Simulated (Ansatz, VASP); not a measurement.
**One calculation of Zr5Sn4Au7, two programs**

```
CELL_PARAMETERS angstrom
3.06553 -5.18186 0.46802
3.09936 5.20093 -0.43831
0.04791 -0.83585 9.85266
ATOMIC_POSITIONS crystal
Zr 0.36077 0.88983 0.11848
Zr 0.44468 0.83868 0.63348
Zr 0.12871 0.10247 0.39444
Zr 0.05356 0.17883 0.86458
Zr 0.64392 0.59602 0.36080
Sn 0.36064 0.38551 0.11386
Sn 0.46501 0.34629 0.62972
Sn 0.86254 0.89080 0.11871
Sn 0.13910 0.60719 0.38468
Au 0.86754 0.37452 0.11611
Au 0.93252 0.30721 0.63553
Au 0.93925 0.81459 0.62737
Au 0.64469 0.10898 0.37580
Au 0.56139 0.18708 0.87916
Au 0.54866 0.69858 0.86789
Au 0.05777 0.68987 0.87379
```

Alike in both runs: task single point; functional PBEsol; k mesh 6 × 6 × 4; occupations gaussian, width 0.1 eV; no spin polarisation.

|  | VASP | Ansatz |
| --- | --- | --- |
| version | VASP 6.6.1 | Ansatz 0.2.0 |
| potentials or method | VASP PAW PBE potentials, release 64 (Zr_sv, Sn_d, Au), cutoff 500 eV | scalar-relativistic, plane waves, PAW |
| valence electrons in the cell | 193 | 249 |

|  | VASP | Ansatz | Ansatz less VASP |
| --- | --- | --- | --- |
| gap on the k mesh at the Fermi level (eV) | none | none | - |
| pressure (GPa) | -0.1 | -0.1 | +0.07 |
| traceless stress, the component that is largest in VASP (GPa) | 0.17 | 0.16 | -0.005 |
| rms of the force components (eV/Å) | 0.018 | 0.018 | -0.0003 |

VASP's potentials were made for PBE, not for PBEsol. Atom by atom the forces differ by 0.003 eV/Å (rms over components). A gap of «none» marks a metal or a gap that the smearing closes. The functional is the same, so the differences come from potentials, cutoffs and numerics. VASP's potentials hold 193 valence electrons a cell and Ansatz's 249, so a difference there can come from the potentials and not from the codes.

Spin-orbit coupling is off throughout.
